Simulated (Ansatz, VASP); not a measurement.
One calculation of Mg, two programs

INCAR

```
SYSTEM = Mg
ALGO = Normal
EDIFF = 1E-6
EDIFFG = -0.005
ENCUT = 600
GGA = PE
IBRION = 2
ISIF = 3
ISMEAR = 0
LASPH = .TRUE.
LCHARG = .FALSE.
LREAL = .FALSE.
LWAVE = .FALSE.
NELM = 100
NSW = 100
PREC = Accurate
SIGMA = 0.1
```

The input KPOINTS:

```
k-points
0
G
  18 18 8
  0 0 0
```

POSCAR

```
Mg
1.0
    3.1720232900      0.0000000000      0.0000000000
   -1.5860116400      2.7470527500      0.0000000000
    0.0000000000      0.0000000000      5.1412049000
Mg
2
Direct
    0.3333333300      0.6666666700      0.2500000000
    0.6666666700      0.3333333300      0.7500000000
```

Input for Ansatz:

```yaml
crystal:
  lattice:
    - [3.17202329, 0.0, 0.0]
    - [-1.58601164, 2.74705275, 0.0]
    - [0.0, 0.0, 5.1412049]
  atoms:
    - { symbol: Mg, position: [0.33333333, 0.66666667, 0.25] }
    - { symbol: Mg, position: [0.66666667, 0.33333333, 0.75] }
basis:
  ecutwfc: 420
kpoints:
  mp_grid: { grid: [18, 18, 8] }
hamiltonian:
  xc: pbe
scf:
  occupations: { method: gaussian, width: 0.1 }
output:
  forces: true
  stress: true
  eigenvalues: true
  write_density: true
  write_potential: true
  elf: true
  volumetric_format: npy
relax:
  adjacent_minimum: "off"
  f_tol: 0.005
  max_steps: 80
  cell: { stress_tol: 0.05 }
```

Alike in both runs: task relaxation of cell and atoms; functional PBE; k mesh 18 × 18 × 8; occupations gaussian, width 0.1 eV; no spin polarisation.

```csv
,VASP,Ansatz
version,VASP 6.6.1,Ansatz 0.2.0
potentials or method,"VASP PAW PBE potentials, release 64 (Mg), cutoff 600 eV","scalar-relativistic, plane waves, PAW"
valence electrons in the cell,4,20
```

|  | VASP | Ansatz | Ansatz less VASP |
| --- | --- | --- | --- |
| gap on the k mesh at the Fermi level, each at its own relaxed structure (eV) | none | none | - |
| relaxed volume (Å³/atom) | 22.85 | 22.94 | +0.093 |
| relaxed cell length with the largest relative difference (Å) | 5.136 | 5.146 | +0.0102 |

A gap of «none» marks a metal or a gap that the smearing closes. VASP's potentials hold 4 valence electrons a cell and Ansatz's 20, so a difference there can come from the potentials and not from the codes.
